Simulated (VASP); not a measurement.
A run of VASP 6.6.1 is set up as follows.

Contents of INCAR:

```
SYSTEM = Al7Si9C9N7
PREC = Accurate
ENCUT = 700
EDIFF = 1E-6
ISMEAR = -1
SIGMA = 0.05
LREAL = Auto
LASPH = .TRUE.
NELM = 120
ALGO = Normal
ISIF = 2
LWAVE = .FALSE.
LCHARG = .TRUE.
GGA = PS
LELF = .TRUE.
LVHAR = .TRUE.
NBANDS = 246
ISYM = -1
GGA_COMPAT = .FALSE.
```

The input KPOINTS:

```
explicit points
1
Reciprocal
  0.25000000   0.25000000   0.25000000 1
```

The input POSCAR:

```
Al7Si9C9N7
1.0
    9.2779460000      0.0000000000      0.0000000000
    0.0000000000     10.7132490000      0.0000000000
    0.0000000000      0.0000000000     10.0387830000
Si Al N C
27 21 21 27
Direct
    0.1634710000      0.0832760000      0.2456470000
    0.9963270000      0.3315450000      0.2463720000
    0.1658520000      0.5839510000      0.2432370000
    0.0006970000      0.8344820000      0.2483940000
    0.9967350000      0.8324880000      0.7484300000
    0.8345440000      0.0841880000      0.2506920000
    0.8337550000      0.0826740000      0.7467770000
    0.6642610000      0.3314960000      0.7493670000
    0.5014350000      0.5827290000      0.7474410000
    0.3332870000      0.8381220000      0.7520290000
    0.8352100000      0.5828210000      0.2503080000
    0.8341920000      0.5844530000      0.7488320000
    0.0000240000      0.1678920000      0.9992770000
    0.3321710000      0.1667610000      0.4970930000
    0.6664230000      0.1627730000      0.4997100000
    0.4994230000      0.4159610000      0.4977770000
    0.3340430000      0.6654240000      0.5004230000
    0.3358560000      0.6658070000      0.9993070000
    0.1686780000      0.9163890000      0.4982640000
    0.1659060000      0.9151530000      0.9997680000
    0.8307380000      0.4175970000      0.5001290000
    0.8321410000      0.4175730000      0.0031030000
    0.6662710000      0.6655120000      0.4976420000
    0.6674300000      0.6679570000      0.9970970000
    0.5006620000      0.9178880000      0.0009390000
    0.8338950000      0.9168750000      0.4987350000
    0.8350030000      0.9178620000      0.9961230000
    0.1643830000      0.0842980000      0.7495200000
    0.0021250000      0.3352190000      0.7489490000
    0.5014910000      0.0833700000      0.2467450000
    0.5019660000      0.0858910000      0.7487080000
    0.3311500000      0.3312090000      0.2521270000
    0.3360910000      0.3307790000      0.7510560000
    0.1664750000      0.5851410000      0.7502120000
    0.6670930000      0.3345510000      0.2476630000
    0.4995490000      0.5837940000      0.2509310000
    0.3324510000      0.8330300000      0.2497930000
    0.6686620000      0.8353940000      0.2523420000
    0.6642150000      0.8334690000      0.7480370000
    0.9979290000      0.1686180000      0.5002280000
    0.3307320000      0.1679760000      0.0034210000
    0.1665700000      0.4200160000      0.5019390000
    0.1667530000      0.4184970000      0.9956910000
    0.0008220000      0.6666810000      0.4992060000
    0.9976560000      0.6721370000      0.9997100000
    0.6662790000      0.1645990000      0.0010140000
    0.5015610000      0.4180460000      0.0011980000
    0.4985470000      0.9184850000      0.4985580000
    0.9994890000      0.1676930000      0.1914730000
    0.0003460000      0.1696970000      0.6886270000
    0.0034620000      0.6658930000      0.1879200000
    0.4964530000      0.4176600000      0.6852290000
    0.1669750000      0.9154040000      0.1923670000
    0.8328040000      0.4154940000      0.1906260000
    0.8292030000      0.4178700000      0.6887400000
    0.6703580000      0.6659640000      0.1897870000
    0.4935790000      0.9106170000      0.1909820000
    0.4988830000      0.9161150000      0.6902410000
    0.8337580000      0.9137550000      0.1869610000
    0.1712430000      0.0826340000      0.9392730000
    0.4997590000      0.0834960000      0.4410760000
    0.3331090000      0.3335550000      0.9382000000
    0.1675070000      0.5833740000      0.4374360000
    0.1673090000      0.5809560000      0.9394560000
    0.0021280000      0.8336100000      0.4380150000
    0.4996280000      0.5842780000      0.4416730000
    0.3352420000      0.8348250000      0.4395360000
    0.8322920000      0.5829030000      0.4321250000
    0.6653450000      0.8315820000      0.4404540000
    0.3360460000      0.1643490000      0.1910810000
    0.3341520000      0.1675340000      0.6914430000
    0.1674990000      0.4160910000      0.1900260000
    0.1658480000      0.4186510000      0.6848580000
    0.9978190000      0.6684910000      0.6873100000
    0.6712670000      0.1667420000      0.1867130000
    0.6731480000      0.1673210000      0.6892680000
    0.4993530000      0.4181540000      0.1891830000
    0.3335500000      0.6705050000      0.1894740000
    0.3314780000      0.6653230000      0.6870180000
    0.1635900000      0.9125220000      0.6869130000
    0.6718970000      0.6620290000      0.6892130000
    0.8338080000      0.9193430000      0.6904630000
    0.1689940000      0.0839300000      0.4405800000
    0.0013460000      0.3341200000      0.4381520000
    0.0014750000      0.3371930000      0.9381480000
    0.4987790000      0.0840090000      0.9358670000
    0.3360280000      0.3345740000      0.4355450000
    0.9999370000      0.8336740000      0.9388040000
    0.8350250000      0.0816900000      0.4369240000
    0.8340790000      0.0850260000      0.9399830000
    0.6664160000      0.3351910000      0.4406410000
    0.6694280000      0.3349680000      0.9385300000
    0.5015950000      0.5830720000      0.9391890000
    0.3370150000      0.8344890000      0.9390950000
    0.8358590000      0.5853780000      0.9395180000
    0.6641450000      0.8326390000      0.9378050000
```

Potentials or basis: VASP PAW PBE potentials, release 64 (Si, Al, N, C).

Command:

```sh
$ cat potpaw_PBE.64/Si/POTCAR potpaw_PBE.64/Al/POTCAR potpaw_PBE.64/N/POTCAR potpaw_PBE.64/C/POTCAR > POTCAR
$ mpirun -np 1 vasp_std > vasp.out
```

Task: Estimate the pressure.

Result: 2.5 GPa.

Task: Predict the band gap on the k mesh.

Result: 0.64 eV.

Task: What does it give for the largest force?

Result: 4.869 eV/Å.

Stress tensor (GPa, compression positive):
```
 2.63  0.11  0.12
 0.11  2.20 -0.35
 0.12 -0.35  2.69
```

Caveat: semilocal functionals underestimate gaps, and a narrow one can read as zero; the PAW data sets were made with another functional, which shifts forces and pressure a little; a shifted mesh leaves out Γ, where band edges can lie. A k mesh can miss the band edges.
